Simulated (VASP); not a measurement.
# GaSb3 (P3m1) in VASP: single point with PBE+D3(BJ)

Aim: the single point of GaSb3 with PBE+D3(BJ).

Program: VASP 6.6.1. These are calculated values, not measurements. Logs are shortened: lines on timing, memory, paths and dates and some standing lists are left out, and cuts for length are marked.

### Step 1. The cell of the first run

The structure is trigonal, space group P3m1 (No. 156). The conventional cell has a = 5.159 Å, b = 5.159 Å, c = 14.637 Å, α = 90.00°, β = 90.00°, γ = 120.00°. Within 4.2 Å of Ga (site symmetry 3m) lie 14 Sb at 3.16 to 3.65 Å. Within 4.2 Å of Ga (site symmetry 3m) lie 14 Sb at 3.16 to 3.65 Å. Within 4.2 Å of Ga (site symmetry 3m) lie 7 Sb at 3.16 to 3.65 Å. Sb (site symmetry 3m) has 10 Sb at 3.16 to 3.65 Å and 4 Ga at 3.16 Å within 4.2 Å. Within 4.2 Å of Sb (site symmetry 3m) lie 6 Sb at 3.16 to 3.65 Å and 1 Ga at 3.16 Å. Sb (site symmetry 3m) has 4 Ga at 3.16 Å and 10 Sb at 3.16 to 3.65 Å within 4.2 Å. Sb (site symmetry 3m) has 3 Ga at 3.16 Å and 10 Sb at 3.16 to 3.65 Å within 4.2 Å. Sb (site symmetry 3m) has 4 Ga at 3.16 Å and 10 Sb at 3.16 to 3.65 Å within 4.2 Å.

### Step 2. Single point, PBE+D3(BJ)

The input, INCAR:

```
SYSTEM = GaSb3
PREC = Accurate ; ENCUT = 520
EDIFF = 1E-6 ; ISMEAR = 0
SIGMA = 0.15 ; LREAL = .False.
LASPH = .True. ; NELM = 60
ALGO = Normal ; ISIF = 2
LWAVE = .False. ; LCHARG = .False.
GGA = PE ; IVDW = 12
NBANDS = 54
```

The input, KPOINTS:

```
regular mesh
0
Gamma
  11 11 4
  0 0 0
```

The input, POSCAR:

```
GaSb3
1.0
    3.6478901002     -3.6478901002      0.0000000000
    3.6478901002      0.0000000000     -3.6478901002
    8.4504807388      8.4504807388      8.4504807388
Ga Sb
3 9
Direct
    1.0000000000      0.0000000000      0.6115588053
    0.3333333333      0.3333333333      0.3237731978
    0.6666666667      0.6666666667      0.0359875902
    0.6666666667      0.6666666667      0.2518267959
    1.0000000000      0.0000000000      0.8273980110
    0.3333333333      0.3333333333      0.5396124034
    0.6666666667      0.6666666667      0.6835052072
    1.0000000000      0.0000000000      0.3957195997
    0.3333333333      0.3333333333      0.1079339921
    0.6666666667      0.6666666667      0.4676660015
    1.0000000000      0.0000000000      0.1798803940
    0.3333333333      0.3333333333      0.7554516091
```

Potentials or basis: VASP PAW PBE potentials, release 64 (Ga_d, Sb).

On the command line:

```console
> cat potpaw_PBE.64/Ga_d/POTCAR potpaw_PBE.64/Sb/POTCAR > POTCAR
> mpirun -np 1 vasp_std > vasp.out
```

OUTCAR:

```text
SYSTEM = GaSb3
   PREC = Accurate
   ENCUT = 520
   EDIFF = 1E-6
   ISMEAR = 0
   LREAL = .False.
   LASPH = .True.
   NELM = 60
   ISIF = 2
   GGA = PE
   IVDW = 12
 IVDW          = 12

 ion  position               nearest neighbor table
   1  0.000  0.000  0.612-   8 3.16   7 3.16   6 3.16   7 3.16   7 3.16   6 3.16   6 3.16   5 3.16

   2  0.333  0.333  0.324-   6 3.16   8 3.16   4 3.16   4 3.16   8 3.16   8 3.16   9 3.16   4 3.16

   3  0.667  0.667  0.036-   9 3.16   9 3.16   4 3.16   9 3.16
   4  0.667  0.667  0.252-  10 3.16   2 3.16   2 3.16  11 3.16  11 3.16  11 3.16   3 3.16   2 3.16
                             9 3.65   8 3.65   9 3.65   8 3.65   8 3.65   9 3.65
   5  0.000  0.000  0.827-  12 3.16  12 3.16  12 3.16   1 3.16   7 3.65   7 3.65   7 3.65
   6  0.333  0.333  0.540-   2 3.16   1 3.16  10 3.16  10 3.16   1 3.16   1 3.16  12 3.16  10 3.16
                             8 3.65   8 3.65   8 3.65   7 3.65   7 3.65   7 3.65
   7  0.667  0.667  0.684-  12 3.16  12 3.16   1 3.16   1 3.16   1 3.16  10 3.16  12 3.16   6 3.65
                             5 3.65   6 3.65   5 3.65   5 3.65   6 3.65
   8  0.000  0.000  0.396-   1 3.16  10 3.16  10 3.16  10 3.16   2 3.16   2 3.16   2 3.16  11 3.16
                             6 3.65   6 3.65   6 3.65   4 3.65   4 3.65   4 3.65
   9  0.333  0.333  0.108-  11 3.16   3 3.16   3 3.16  11 3.16  11 3.16   2 3.16   3 3.16   4 3.65
                             4 3.65   4 3.65
  10  0.667  0.667  0.468-   4 3.16   8 3.16   8 3.16   8 3.16   6 3.16   6 3.16   7 3.16   6 3.16

  11  0.000  0.000  0.180-   4 3.16   9 3.16   4 3.16   4 3.16   9 3.16   9 3.16   8 3.16
  12  0.333  0.333  0.755-   5 3.16   7 3.16   7 3.16   5 3.16   5 3.16   6 3.16   7 3.16

  LATTYP: Found a hexagonal cell.
 ALAT       =     5.1588956537
 C/A-ratio  =     2.8371696135

  Lattice vectors:

 A1 = (  -3.6478901002,   0.0000000000,   3.6478901002)
 A2 = (   3.6478901002,  -3.6478901002,   0.0000000000)
 A3 = (   8.4504807388,   8.4504807388,   8.4504807388)

Analysis of symmetry for initial positions (statically):
=====================================================================
 Subroutine PRICEL returns:
 Original cell was already a primitive cell.

 Routine SETGRP: Setting up the symmetry group for a
 hexagonal supercell.

 Subroutine GETGRP returns: Found  6 space group operations
 (whereof  6 operations were pure point group operations)
 out of a pool of 24 trial point group operations.

The static configuration has the point symmetry C_3v.

Analysis of symmetry for dynamics (positions and initial velocities):
=====================================================================
 Subroutine PRICEL returns:
 Original cell was already a primitive cell.

 Routine SETGRP: Setting up the symmetry group for a
 hexagonal supercell.
[... 142 lines left out ...]
   IALGO  =     38    algorithm
   IMIX   =      4    mixing-type and parameters
     AMIX     =   0.40;   BMIX     =  1.00
     AMIX_MAG =   1.60;   BMIX_MAG =  1.00
  volume/ion in A,a.u.               =      28.11       189.71
  Fermi-wavevector in a.u.,A,eV,Ry     =   1.029926  1.946277 14.432337  1.060747
  Thomas-Fermi vector in A             =   2.163998
   LORBIT       =      0    0 simple, 1 ext, 2 COOP (PROOUT), +10 PAW based schemes
   GGA     = PE    functional components
   LHFCALC =     F    Hartree Fock is set to
   AEXX    =    0.0000 exact exchange contribution
   IVDW    =    12    specifies the selected vdW correction
   LEPSILON=     F    determine dielectric tensor
   LRPA    =     F    only Hartree local field effects (RPA)
 non-spin polarized calculation
 Gauss-broadening in eV      SIGMA  =   0.15
  energy-cutoff  :      520.00
  volume of cell :      337.35
 maximum number of plane-waves:      9186
   NGX = 19   NGY = 19   NGZ = 55

 number of electron      83.9999998 magnetization

 Free energy of the ion-electron system (eV)
  ---------------------------------------------------
  ext. energy  EPLUGINS =         0.00000000
  ---------------------------------------------------
  free energy    TOTEN  =       -42.73906606 eV

  energy without entropy =      -42.64582568  energy(sigma->0) =      -42.69244587

 E-fermi :   6.5432     XC(G=0):  -9.6540

 val. band max:        6.5317681366   @ k =   0.1818   0.2727   0.2500
 cond. band min:       6.5490273048   @ k =   0.2727   0.0909   0.0000
 fundamental gap:      0.0172591681
 Fermi energy:         6.5432357505

 k-point     1 :       0.0000    0.0000    0.0000
  band No.  band energies     occupation
      1      -8.3592      2.00000
      2      -8.3478      2.00000
      3      -8.3478      2.00000
      4      -8.3336      2.00000
      5      -8.3336      2.00000
      6      -8.2725      2.00000
[... 1357 lines left out ...]
     53       9.5019      0.00000
     54       9.5859      0.00000

 [... further k-points ...]

------------------------ aborting loop because EDIFF is reached ----------------------------------------

 Edisp (eV)   -5.10332

 E8    (eV) :    -2.3640

  FORCE on cell =-STRESS in cart. coord.  units (eV):
  Direction    XX          YY          ZZ          XY          YZ          ZX
  --------------------------------------------------------------------------------------
  -------------------------------------------------------------------------------------
  Total      -1.60729    -1.60729    -1.60729    -0.40925    -0.40925    -0.40925
  in kB      -7.63341    -7.63341    -7.63341    -1.94360    -1.94360    -1.94360
  external pressure =       -7.63 kB  Pullay stress =        0.00 kB

 VOLUME and BASIS-vectors are now :
 -----------------------------------------------------------------------------
  energy-cutoff  :      520.00
  volume of cell :      337.35
      direct lattice vectors                 reciprocal lattice vectors
     3.647890100 -3.647890100  0.000000000     0.091377022 -0.182754044  0.091377022
     3.647890100  0.000000000 -3.647890100     0.091377022  0.091377022 -0.182754044
     8.450480739  8.450480739  8.450480739     0.039445488  0.039445488  0.039445488

 POSITION                                       TOTAL-FORCE (eV/Angst)
 -----------------------------------------------------------------------------------
      5.16797      5.16797      5.16797         0.120824      0.120824      0.120824
      5.16797      1.52008      1.52008        -0.119582     -0.119582     -0.119582
      5.16797     -2.12781     -2.12781        -0.387776     -0.387776     -0.387776
      6.99191     -0.30387     -0.30387         0.222834      0.222834      0.222834
      6.99191      6.99191      6.99191        -0.160742     -0.160742     -0.160742
      6.99191      3.34402      3.34402         0.179254      0.179254      0.179254
     10.63980      3.34402      3.34402        -0.181729     -0.181729     -0.181729
      3.34402      3.34402      3.34402        -0.056737     -0.056737     -0.056737
      3.34402     -0.30387     -0.30387        -0.012001     -0.012001     -0.012001
      8.81586      1.52008      1.52008         0.066841      0.066841      0.066841
      1.52008      1.52008      1.52008        -0.063218     -0.063218     -0.063218
      8.81586      5.16797      5.16797         0.392031      0.392031      0.392031
 -----------------------------------------------------------------------------------
    total drift:                               -0.000307     -0.000308     -0.000308

  FREE ENERGIE OF THE ION-ELECTRON SYSTEM (eV)
  ---------------------------------------------------
  free  energy   TOTEN  =       -47.8423902637 eV

  energy  without entropy=      -47.7491498808  energy(sigma->0) =      -47.79577007
```

OSZICAR:

```text
N       E                     dE             d eps       ncg     rms          rms(c)
DAV:   1     0.675903233819E+03    0.67590E+03   -0.32290E+04  6326   0.162E+03
DAV:   2     0.554136758499E+02   -0.62049E+03   -0.59977E+03  7128   0.410E+02
DAV:   3    -0.356895012614E+02   -0.91103E+02   -0.86834E+02  7192   0.137E+02
DAV:   4    -0.425811276031E+02   -0.68916E+01   -0.65497E+01  7680   0.354E+01
DAV:   5    -0.428753087138E+02   -0.29418E+00   -0.29052E+00  8630   0.693E+00    0.604E+00
DAV:   6    -0.427800071622E+02    0.95302E-01   -0.49457E-01  7894   0.377E+00    0.334E+00
DAV:   7    -0.428298493978E+02   -0.49842E-01   -0.63586E-01  7742   0.316E+00    0.181E+00
DAV:   8    -0.427378425402E+02    0.92007E-01   -0.34734E-01  7324   0.197E+00    0.282E-01
DAV:   9    -0.427397139404E+02   -0.18714E-02   -0.59130E-02  7640   0.913E-01    0.302E-01
DAV:  10    -0.427389955056E+02    0.71843E-03   -0.87830E-03  7286   0.484E-01    0.184E-01
DAV:  11    -0.427389822242E+02    0.13281E-04   -0.14641E-03  8706   0.160E-01    0.102E-01
DAV:  12    -0.427390590727E+02   -0.76849E-04   -0.28224E-04  7096   0.651E-02    0.342E-02
DAV:  13    -0.427390650124E+02   -0.59397E-05   -0.61288E-05  8140   0.624E-02    0.157E-02
DAV:  14    -0.427390665427E+02   -0.15303E-05   -0.15853E-05  6854   0.299E-02    0.768E-03
DAV:  15    -0.427390660595E+02    0.48318E-06   -0.30368E-06  6238   0.117E-02
   1 F= -.47842390E+02 E0= -.47795770E+02  d E =-.932404E-01
```

It took 13 min on 1 thread of AMD EPYC 9R45 (Zen 5), shared host; peak memory 0.91 GiB.

What came out:

| Property | Result |
| --- | --- |
| Free energy | -47.8424 eV |
| Pressure | -0.8 GPa |
| Largest force | 0.679 eV/Å |
| Band gap on the k mesh | zero (band 42 reaches 7.25 eV, above the bottom of band 43 at 5.40 eV) |
| Dispersion energy per atom | -0.425 eV |

Forces on the atoms (eV/Å):
```
Ga   0.121  0.121  0.121
Ga  -0.120 -0.120 -0.120
Ga  -0.388 -0.388 -0.388
Sb   0.223  0.223  0.223
Sb  -0.161 -0.161 -0.161
Sb   0.179  0.179  0.179
Sb  -0.182 -0.182 -0.182
Sb  -0.057 -0.057 -0.057
Sb  -0.012 -0.012 -0.012
Sb   0.067  0.067  0.067
Sb  -0.063 -0.063 -0.063
Sb   0.392  0.392  0.392
```

Stress tensor (GPa, compression positive):
```
-0.76 -0.19 -0.19
-0.19 -0.76 -0.19
-0.19 -0.19 -0.76
```

Levels at points of the mesh, in eV from the Fermi level:
```csv
k point,band 40,band 41,band 42,band 43,band 44,band 45
"(0.00, 0.00, 0.00)",-2.04,-2.04,-1.48,-1.06,-0.51,-0.51
"(0.00, 0.00, 0.50)",-2.02,-2.02,-1.18,-1.09,-0.50,-0.50
```

Caveat: spin-orbit coupling is left out, which moves the levels of the heavy elements; pairwise dispersion overbinds metals, which lowers pressure and volume.
